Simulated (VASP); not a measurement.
Set up this calculation in VASP 6.6.1, as the native input.

* Task: single point
* Functional: PBE
* Potentials or basis: VASP PAW PBE potentials, release 64 (Hf_pv, N)
* Cutoff: 520 eV
* k mesh: 16 × 16 × 16
* Occupations: gaussian, width 0.1 eV
* Spin: no spin polarisation
* Dipole correction: no
* Further INCAR settings: ALGO = Normal; EDIFF = 1e-07; NBANDS = 14

The structure of HfN lies in POSCAR:

```
HfN
1.0
    0.0000000000      2.2964107651      2.2964107651
    2.2964107651      0.0000000000      2.2964107651
    2.2964107651      2.2964107651      0.0000000000
Hf N
1 1
Direct
    0.0000000000      0.0000000000      0.0000000000
    0.5000000000      0.5000000000      0.5000000000
```

This cell differs from its parent crystal: volume scaled by 1.03.

The input as run:

INCAR

```
SYSTEM = HfN
PREC = Accurate
ENCUT = 520
EDIFF = 1E-7
ISMEAR = 0
SIGMA = 0.1
LREAL = .FALSE.
LASPH = .TRUE.
NELM = 100
ALGO = Normal
ISIF = 2
LWAVE = .FALSE.
LCHARG = .FALSE.
GGA = PE
NBANDS = 14
```

KPOINTS

```
regular mesh
0
G
  16 16 16
  0 0 0
```

Potentials or basis: VASP PAW PBE potentials, release 64 (Hf_pv, N).

The run is started by

```bash
$ cat potpaw_PBE.64/Hf_pv/POTCAR potpaw_PBE.64/N/POTCAR > POTCAR
$ mpirun -np 1 vasp_std > vasp.out
```

It gave:

| Quantity | Value |
| --- | --- |
| Pressure | -9.5 GPa |

Wall time 24 s on 1 thread of AMD EPYC 9R45 96-Core Processor (Zen 5), on a shared host, peak memory 0.15 GiB.
